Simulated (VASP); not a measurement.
HfO2, 12 atoms in the cell. It takes space group P2_1/c (No. 14, monoclinic). Conventional cell: a = 4.913 Å, b = 4.978 Å, c = 5.279 Å, α = 90.00°, β = 98.98°, γ = 90.00°. Hf (site symmetry 1) has 7 O at 1.96 to 2.21 Å within 2.6 Å. Within 2.6 Å of O (site symmetry 1) lie 3 Hf at 1.96 to 2.11 Å and 2 O at 2.42 to 2.52 Å. Within 2.9 Å of O (site symmetry 1) lie 4 Hf at 2.09 to 2.21 Å and 8 O at 2.42 to 2.89 Å. 

```yaml
Program: VASP 6.6.1
Task: single point
Functional: PBE
Potentials_or_basis: VASP PAW PBE potentials, release 64 (Hf_pv, O)
Cutoff: 520 eV
k_mesh: 4 × 4 × 4
Occupations: fermi-dirac, width 0.05 eV
Spin: no spin polarisation
Dipole_correction: no
Further_INCAR_settings: ALGO = Normal; EDIFF = 1e-07; NBANDS = 56
```

Potentials or basis: VASP PAW PBE potentials, release 64 (Hf_pv, O).

Run with:

```console
$ cat potpaw_PBE.64/Hf_pv/POTCAR potpaw_PBE.64/O/POTCAR > POTCAR
$ mpirun -np 1 vasp_std > vasp.out
```

Hardware: 1 thread of Intel(R) Xeon(R) Platinum 8259CL CPU @ 2.50GHz (Skylake/Cascade Lake), with other jobs on the host.

**Question.** Estimate the wall time of this run.

**Answer.** Run time: 3.6 min on 1 thread of Intel(R) Xeon(R) Platinum 8259CL CPU @ 2.50GHz (Skylake/Cascade Lake), with other jobs on the host, peak memory 0.33 GiB. Counts: scf iterations 18, k points 30.
